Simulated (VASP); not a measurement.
# BaCa3O4 (Pm-3m) in VASP: further runs

The runs below take BaCa3O4 through single point, with PBE.

Everything below comes from runs of VASP 6.6.1. Logs are shortened: lines on timing, memory, paths and dates and some standing lists are left out, and cuts for length are marked.

## (1) The cell of the first run

It takes space group Pm-3m (No. 221, cubic). Conventional cell: a = 5.004 Å, b = 5.004 Å, c = 5.004 Å, α = 90.00°, β = 90.00°, γ = 90.00°. Within 3.3 Å of Ba (site symmetry m-3m) lie 6 O at 2.50 Å. Ca (site symmetry 4/mmm) has 6 O at 2.50 Å within 3.3 Å. Within 3.3 Å of O (site symmetry 4/mmm) lie 2 Ba at 2.50 Å and 4 Ca at 2.50 Å. O (site symmetry m-3m) has 6 Ca at 2.50 Å within 3.3 Å.

## (2) Single point, PBE

The input, INCAR:

```
ALGO = Normal
EDIFF = 1E-6
ENCUT = 520
GGA = PE
ISIF = 2
ISMEAR = -1
LASPH = T
LCHARG = F
LREAL = F
LWAVE = F
NBANDS = 42
NELM = 100
PREC = Accurate
SIGMA = 0.05
```

The input, KPOINTS:

```
k-points
0
Gamma
  5 5 5
```

The input, POSCAR:

```
BaCa3O4
1.0
    5.0039668215      0.0000000000      0.0000000000
    0.0000000000      5.0039668215      0.0000000000
    0.0000000000      0.0000000000      5.0039668215
Ba Ca O
1 3 4
Direct
    0.5000000000      0.5000000000      0.5000000000
    0.5000000000      0.0000000000      0.0000000000
    0.0000000000      0.5000000000      0.0000000000
    0.0000000000      0.0000000000      0.5000000000
    0.0000000000      0.5000000000      0.5000000000
    0.5000000000      0.0000000000      0.5000000000
    0.5000000000      0.5000000000      0.0000000000
    0.0000000000      0.0000000000      0.0000000000
```

Potentials or basis: VASP PAW PBE potentials, release 64 (Ba_sv, Ca_sv, O).

Run with:

```console
> cat potpaw_PBE.64/Ba_sv/POTCAR potpaw_PBE.64/Ca_sv/POTCAR potpaw_PBE.64/O/POTCAR > POTCAR
> mpirun -np 1 vasp_std > vasp.out
```

OUTCAR:

```text
EDIFF = 1E-6
   ENCUT = 520
   GGA = PE
   ISIF = 2
   ISMEAR = -1
   LASPH = T
   LREAL = F
   NELM = 100
   PREC = Accurate

 ion  position               nearest neighbor table
   1  0.500  0.500  0.500-   5 2.50   6 2.50   7 2.50   7 2.50   6 2.50   5 2.50   2 3.54   3 3.54
                             2 3.54   2 3.54   4 3.54   3 3.54   2 3.54   3 3.54   4 3.54   4 3.54
   2  0.500  0.000  0.000-   6 2.50   7 2.50   8 2.50   6 2.50   7 2.50   8 2.50   1 3.54   1 3.54
                             1 3.54   1 3.54
   3  0.000  0.500  0.000-   5 2.50   7 2.50   8 2.50   5 2.50   8 2.50   7 2.50   1 3.54   1 3.54
                             1 3.54   1 3.54
   4  0.000  0.000  0.500-   5 2.50   6 2.50   8 2.50   8 2.50   5 2.50   6 2.50   1 3.54   1 3.54
                             1 3.54   1 3.54
   5  0.000  0.500  0.500-   1 2.50   3 2.50   4 2.50   3 2.50   4 2.50   1 2.50
   6  0.500  0.000  0.500-   1 2.50   2 2.50   4 2.50   2 2.50   1 2.50   4 2.50
   7  0.500  0.500  0.000-   1 2.50   2 2.50   3 2.50   1 2.50   2 2.50   3 2.50
   8  0.000  0.000  0.000-   2 2.50   3 2.50   4 2.50   4 2.50   3 2.50   2 2.50

  LATTYP: Found a simple cubic cell.
 ALAT       =     5.0039668215

  Lattice vectors:

 A1 = (   5.0039668215,   0.0000000000,   0.0000000000)
 A2 = (   0.0000000000,   5.0039668215,   0.0000000000)
 A3 = (   0.0000000000,   0.0000000000,   5.0039668215)

Analysis of symmetry for initial positions (statically):
=====================================================================
 Subroutine PRICEL returns:
 Original cell was already a primitive cell.

 Routine SETGRP: Setting up the symmetry group for a
 simple cubic supercell.

 Subroutine GETGRP returns: Found 48 space group operations
 (whereof 48 operations were pure point group operations)
 out of a pool of 48 trial point group operations.

The static configuration has the point symmetry O_h .

Analysis of symmetry for dynamics (positions and initial velocities):
=====================================================================
 Subroutine PRICEL returns:
 Original cell was already a primitive cell.

 Routine SETGRP: Setting up the symmetry group for a
 simple cubic supercell.

 Subroutine GETGRP returns: Found 48 space group operations
 (whereof 48 operations were pure point group operations)
 out of a pool of 48 trial point group operations.

The dynamic configuration has the point symmetry O_h .

 Subroutine INISYM returns: Found 48 space group operations
 (whereof 48 operations are pure point group operations),
 and found     1 'primitive' translations

----------------------------------------------------------------------------------------

                                     Primitive cell

  volume of cell :     125.2977

  direct lattice vectors                    reciprocal lattice vectors
     5.003966821  0.000000000  0.000000000     0.199841453  0.000000000  0.000000000
     0.000000000  5.003966821  0.000000000     0.000000000  0.199841453  0.000000000
     0.000000000  0.000000000  5.003966821     0.000000000  0.000000000  0.199841453

  length of vectors
     5.003966821  5.003966821  5.003966821     0.199841453  0.199841453  0.199841453

  position of ions in fractional coordinates (direct lattice)
     0.500000000  0.500000000  0.500000000
     0.500000000  0.000000000  0.000000000
     0.000000000  0.500000000  0.000000000
     0.000000000  0.000000000  0.500000000
     0.000000000  0.500000000  0.500000000
     0.500000000  0.000000000  0.500000000
     0.500000000  0.500000000  0.000000000
     0.000000000  0.000000000  0.000000000

  ion indices of the primitive-cell ions
   primitive index   ion index
                 1           1
                 2           2
                 3           3
                 4           4
                 5           5
                 6           6
                 7           7
                 8           8

----------------------------------------------------------------------------------------

 KPOINTS: k-points

Automatic generation of k-mesh.
 Grid dimensions read from file:
 generate k-points for:    5    5    5

 Generating k-lattice:

  Cartesian coordinates                     Fractional coordinates (reciprocal lattice)
     0.039968291  0.000000000  0.000000000     0.200000000  0.000000000  0.000000000
     0.000000000  0.039968291  0.000000000     0.000000000  0.200000000  0.000000000
     0.000000000  0.000000000  0.039968291     0.000000000  0.000000000  0.200000000

  Length of vectors
     0.039968291  0.039968291  0.039968291

  Shift w.r.t. Gamma in fractional coordinates (k-lattice)
     0.000000000  0.000000000  0.000000000

 Subroutine IBZKPT returns following result:
 ===========================================

 Found     10 irreducible k-points:

 Following reciprocal coordinates:
            Coordinates               Weight
  0.000000  0.000000  0.000000      1.000000
  0.200000  0.000000  0.000000      6.000000
  0.400000  0.000000  0.000000      6.000000
  0.200000  0.200000  0.000000     12.000000
  0.400000  0.200000  0.000000     24.000000
  0.400000  0.400000  0.000000     12.000000
  0.200000  0.200000  0.200000      8.000000
  0.400000  0.200000  0.200000     24.000000
  0.400000  0.400000  0.200000     24.000000
  0.400000  0.400000  0.400000      8.000000
   k-points           NKPTS =     10   k-points in BZ     NKDIM =     10   number of bands    NBANDS=     42
   number of dos      NEDOS =    301   number of ions     NIONS =      8
   total plane-waves  NPLWV =  64000
   dimension x,y,z NGX =    40 NGY =   40 NGZ =   40
   dimension x,y,z NGXF=    80 NGYF=   80 NGZF=   80
   ions per type =               1   3   4
   NGX,Y,Z   is equivalent  to a cutoff of  13.29, 13.29, 13.29 a.u.
   NGXF,Y,Z  is equivalent  to a cutoff of  26.58, 26.58, 26.58 a.u.
 SYSTEM =  unknown system
   PREC   = accura    normal or accurate (medium, high low for compatibility)
   ISTART =      0    job   : 0-new  1-cont  2-samecut
   ICHARG =      2    charge: 1-file 2-atom 10-const
   ISPIN  =      1    spin polarized calculation?
   LNONCOLLINEAR =      F non collinear calculations
   LSORBIT =      F    spin-orbit coupling
   LASPH  =      T    aspherical Exc in radial PAW
   ENCUT  =  520.0 eV  38.22 Ry    6.18 a.u.   9.30  9.30  9.30*2*pi/ulx,y,z
   NELM   =    100;   NELMIN=  2; NELMDL= -5     # of ELM steps
   EDIFF  = 0.1E-05   stopping-criterion for ELM
   LREAL  =      F    real-space projection
   EDIFFG = 0.1E-04   stopping-criterion for IOM
   NSW    =      0    number of steps for IOM
   IBRION =     -1    ionic relax: 0-MD 1-quasi-New 2-CG
   NFREE  =      0    steps in history (QN), initial steepest desc. (CG)
   ISIF   =      2    stress and relaxation
   ISYM   =      2    0-nonsym 1-usesym 2-fastsym
   POTIM  = 0.5000    time-step for ionic-motion
   TEBEG  =    0.0;   TEEND  =   0.0 temperature during run
   PSTRESS=    0.0 pullay stress
   NELECT =      64.0000    total number of electrons
   NUPDOWN=      -1.0000    fix difference up-down
   EMIN   =  10.00;   EMAX   =-10.00  energy-range for DOS
   EFERMI =   0.00;   METHOD = LEGACY
   ISMEAR =    -1;   SIGMA  =   0.05  broadening in eV -4-tet -1-fermi 0-gaus
   EFERMI_NEDOS =   21; number of points for ismear=-14 and -15
   IALGO  =     38    algorithm
   IMIX   =      4    mixing-type and parameters
     AMIX     =   0.40;   BMIX     =  1.00
     AMIX_MAG =   1.60;   BMIX_MAG =  1.00
  volume/ion in A,a.u.               =      15.66       105.69
  Fermi-wavevector in a.u.,A,eV,Ry     =   1.308641  2.472972 23.300525  1.712540
  Thomas-Fermi vector in A             =   2.439294
   LORBIT       =      0    0 simple, 1 ext, 2 COOP (PROOUT), +10 PAW based schemes
   GGA     = PE    functional components
   LHFCALC =     F    Hartree Fock is set to
   AEXX    =    0.0000 exact exchange contribution
   IVDW    =     0    specifies the selected vdW correction
   LEPSILON=     F    determine dielectric tensor
   LRPA    =     F    only Hartree local field effects (RPA)
 non-spin polarized calculation
  energy-cutoff  :      520.00
  volume of cell :      125.30
 maximum number of plane-waves:      3407
 NGX is ok and might be reduce to    40
   NGX = 19   NGY = 19   NGZ = 19

 number of electron      63.9999994 magnetization

 Free energy of the ion-electron system (eV)
  ---------------------------------------------------
  ext. energy  EPLUGINS =         0.00000000
  ---------------------------------------------------
  free energy    TOTEN  =       -48.62797207 eV

  energy without entropy =      -48.62797207  energy(sigma->0) =      -48.62797207

 E-fermi :   4.3002     XC(G=0): -10.2087

 val. band max:        3.1873379610   @ k =   0.0000   0.0000   0.0000
 cond. band min:       5.2946259771   @ k =   0.0000   0.0000   0.0000
 fundamental gap:      2.1072880161
 Fermi energy:         4.3002319526

 k-point     1 :       0.0000    0.0000    0.0000
  band No.  band energies     occupation
      1     -36.2943      2.00000
      2     -36.2359      2.00000
      3     -36.2359      2.00000
      4     -21.6547      2.00000
      5     -17.4819      2.00000
      6     -17.4819      2.00000
[... 34 lines left out ...]
     41       9.0325      0.00000
     42       9.3059      0.00000

 k-point     2 :       0.2000    0.0000    0.0000
  band No.  band energies     occupation
      1     -36.2893      2.00000
      2     -36.2406      2.00000
      3     -36.2357      2.00000
      4     -21.6478      2.00000
      5     -17.4797      2.00000
      6     -17.4657      2.00000
[... 349 lines left out ...]
     41       9.0333      0.00000
     42       9.5983      0.00000

 k-point    10 :       0.4000    0.4000    0.4000
  band No.  band energies     occupation
      1     -36.2578      2.00000
      2     -36.2522      2.00000
      3     -36.2522      2.00000
      4     -21.5693      2.00000
      5     -17.7839      2.00000
      6     -17.6222      2.00000
[... 34 lines left out ...]
     41       9.4062      0.00000
     42       9.6209      0.00000

------------------------ aborting loop because EDIFF is reached ----------------------------------------

  FORCE on cell =-STRESS in cart. coord.  units (eV):
  Direction    XX          YY          ZZ          XY          YZ          ZX
  --------------------------------------------------------------------------------------
  -------------------------------------------------------------------------------------
  Total        4.8688233      4.8688233      4.8688233      0.0000000      0.0000000     -0.0000000
  in kB       62.2574507     62.2574507     62.2574507      0.0000000      0.0000000     -0.0000000
  external PRESSURE =      62.2574507 kB  Pullay stress =       0.0000000 kB

 VOLUME and BASIS-vectors are now :
 -----------------------------------------------------------------------------
  energy-cutoff  :      520.00
  volume of cell :      125.30
      direct lattice vectors                 reciprocal lattice vectors
     5.003966821  0.000000000  0.000000000     0.199841453  0.000000000  0.000000000
     0.000000000  5.003966821  0.000000000     0.000000000  0.199841453  0.000000000
     0.000000000  0.000000000  5.003966821     0.000000000  0.000000000  0.199841453

 POSITION                                       TOTAL-FORCE (eV/Angst)
 -----------------------------------------------------------------------------------
      2.50198      2.50198      2.50198         0.000000      0.000000      0.000000
      2.50198      0.00000      0.00000         0.000000      0.000000      0.000000
      0.00000      2.50198      0.00000         0.000000      0.000000      0.000000
      0.00000      0.00000      2.50198         0.000000      0.000000      0.000000
      0.00000      2.50198      2.50198         0.000000      0.000000      0.000000
      2.50198      0.00000      2.50198         0.000000      0.000000      0.000000
      2.50198      2.50198      0.00000         0.000000      0.000000      0.000000
      0.00000      0.00000      0.00000         0.000000      0.000000      0.000000
 -----------------------------------------------------------------------------------
    total drift:                                0.000000      0.000000     -0.000000

  FREE ENERGIE OF THE ION-ELECTRON SYSTEM (eV)
  ---------------------------------------------------
  free  energy   TOTEN  =       -48.6279720728 eV

  energy  without entropy=      -48.6279720726  energy(sigma->0) =      -48.62797207
```

Wall time 80 s (1 thread of Intel Xeon Platinum 8488C (Sapphire Rapids), shared host); peak memory 0.26 GiB.

Results:

```
Free energy            : -48.6280 eV
Pressure               : 6.2 GPa
Band gap on the k mesh : 2.11 eV
```

Caveat: the cell stands under pressure; spin-orbit coupling is left out, which moves the levels of the heavy elements; an odd mesh through Γ misses points on the zone boundary, where band edges can lie.

## (3) Single point, PBE

This run uses another cell than the first one, of 16.00 Å³/atom.

The input, INCAR:

```
SYSTEM = BaCa3O4
PREC     = Accurate       ! precision mode
ENCUT    = 520            ! plane-wave cutoff, eV
EDIFF    = 1E-6           ! SCF threshold, eV
ISMEAR   = -1             ! smearing method
SIGMA    = 0.05           ! smearing width, eV
LREAL    = .False.        ! projectors in reciprocal space
LASPH    = .True.         ! aspherical terms in the spheres
NELM     = 100            ! most SCF steps
ALGO     = Normal         ! electronic algorithm
ISIF     = 2              ! what is computed and relaxed
LWAVE    = .False.        ! write WAVECAR
LCHARG   = .False.        ! write CHGCAR
GGA      = PE             ! functional
NBANDS   = 42             ! bands
```

The input, KPOINTS:

```
regular mesh
0
Gamma
  5 5 5
  0 0 0
```

POSCAR, as its differences from that of step 2:

```diff
@@ -2,5 +2,5 @@
 1.0
-    5.0039668215      0.0000000000      0.0000000000
-    0.0000000000      5.0039668215      0.0000000000
-    0.0000000000      0.0000000000      5.0039668215
+    5.0392071855      0.0000000000      0.0000000000
+    0.0000000000      5.0392071855      0.0000000000
+    0.0000000000      0.0000000000      5.0392071855
 Ba Ca O
```

Potentials or basis: VASP PAW PBE potentials, release 64 (Ba_sv, Ca_sv, O).

Run with:

```console
> cat potpaw_PBE.64/Ba_sv/POTCAR potpaw_PBE.64/Ca_sv/POTCAR potpaw_PBE.64/O/POTCAR > POTCAR
> mpirun -np 1 vasp_std > vasp.out
```

Run time: 71 s. Hardware: 1 thread of Intel Xeon Platinum 8488C (Sapphire Rapids), shared host; peak memory 0.26 GiB.

Results (log left out):

| Quantity | Value |
| --- | --- |
| Free energy | -48.7142 eV |
| Pressure | 3.9 GPa |
| Band gap on the k mesh | 2.19 eV |

Levels at points of the mesh, in eV from the valence-band top:
| k point | band 30 | band 31 | band 32 | band 33 | band 34 | band 35 |
| --- | --- | --- | --- | --- | --- | --- |
| (0.00, 0.00, 0.00) | 0.00 | 0.00 | 0.00 | 2.19 | 2.19 | 2.19 |

Caveat: the cell stands under pressure; spin-orbit coupling is left out, which moves the levels of the heavy elements; an odd mesh through Γ misses points on the zone boundary, where band edges can lie.

(Part 1 of 2 ends here.)
